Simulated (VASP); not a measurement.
Write the native input for VASP 6.6.1 that does the following.

```
Task                            : G0W0 quasiparticle levels
Functional                      : PBE
Potentials or basis             : VASP PAW PBE potentials, release 64 (Na_sv_GW, I_GW)
Cutoff                          : 500 eV
k mesh                          : 4 × 4 × 4
Occupations                     : gaussian, width 0.01 eV
Spin                            : no spin polarisation
Dipole correction               : no
GW scheme                       : G0W0
GW iterations                   : 1
Cutoff of the response function : 100
Frequency points                : 96
Empty bands                     : 152
Further INCAR settings          : ALGO = EVGW0; EDIFF = 1e-08; NBANDS = 160
```

Crystal: NaI.

```
CELL_PARAMETERS angstrom
0.00000 3.22972 3.22972
3.22972 0.00000 3.22972
3.22972 3.22972 0.00000
ATOMIC_POSITIONS crystal
Na 0.00000 0.00000 0.00000
I 0.50000 0.50000 0.50000
```

These files were run (other wordings do the same):

POSCAR

```
NaI
1.0
    0.0000000000      3.2297205401      3.2297205401
    3.2297205401      0.0000000000      3.2297205401
    3.2297205401      3.2297205401      0.0000000000
Na I
1 1
Direct
    0.0000000000      0.0000000000      0.0000000000
    0.5000000000      0.5000000000      0.5000000000
```

INCAR.step1

```
ALGO = Normal
EDIFF = 1E-8
ENCUT = 500
GGA = PE
ISMEAR = 0
LASPH = True
LCHARG = False
LREAL = False
LWAVE = True
NELM = 100
PREC = Accurate
SIGMA = 0.01
```

INCAR.step2

```
ALGO = Exact
EDIFF = 1E-8
ENCUT = 500
GGA = PE
ISMEAR = 0
ISTART = 1
LASPH = True
LCHARG = False
LOPTICS = True
LREAL = False
LWAVE = True
NBANDS = 160
NELM = 1
PREC = Accurate
SIGMA = 0.01
```

INCAR.step3

```
ALGO = EVGW0
EDIFF = 1E-8
ENCUT = 500
ENCUTGW = 100.0
GGA = PE
ISMEAR = 0
ISTART = 1
LASPH = True
LCHARG = False
LREAL = False
LWAVE = False
NBANDS = 160
NBANDSGW = 16
NELMGW = 1
NOMEGA = 96
OMEGAMAX = 20
PREC = Accurate
PRECFOCK = Fast
SIGMA = 0.01
```

KPOINTS

```
k-points
0
Gamma
  4 4 4
```

Potentials or basis: VASP PAW PBE potentials, release 64 (Na_sv_GW, I_GW).

Launch:

```sh
$ cat potpaw_PBE.64/Na_sv_GW/POTCAR potpaw_PBE.64/I_GW/POTCAR > POTCAR
$ cp INCAR.step1 INCAR
$ mpirun -np 1 vasp_std > vasp.out
$ cp INCAR.step2 INCAR
$ mpirun -np 1 vasp_std > vasp.out
$ cp INCAR.step3 INCAR
$ mpirun -np 1 vasp_std > vasp.out
```

Results of the run:

| Quantity | Value |
| --- | --- |
| Quasiparticle gap | 5.64 eV |
| Least direct quasiparticle gap | 5.64 eV |
| Band gap of the starting levels on the mesh | 3.65 eV |
| Least direct gap of the starting levels on the mesh | 3.65 eV |

Caveat: the k points lie up to 0.42 Å⁻¹ apart; bands, screening cutoff and mesh are small and nothing is extrapolated, so the quasiparticle values aren't converged; spin-orbit coupling is left out, which moves the levels of the heavy elements.

Run time: 3.6 min on 1 thread of AMD EPYC 9R45 96-Core Processor (Zen 5), on a shared host, peak memory 0.79 GiB.
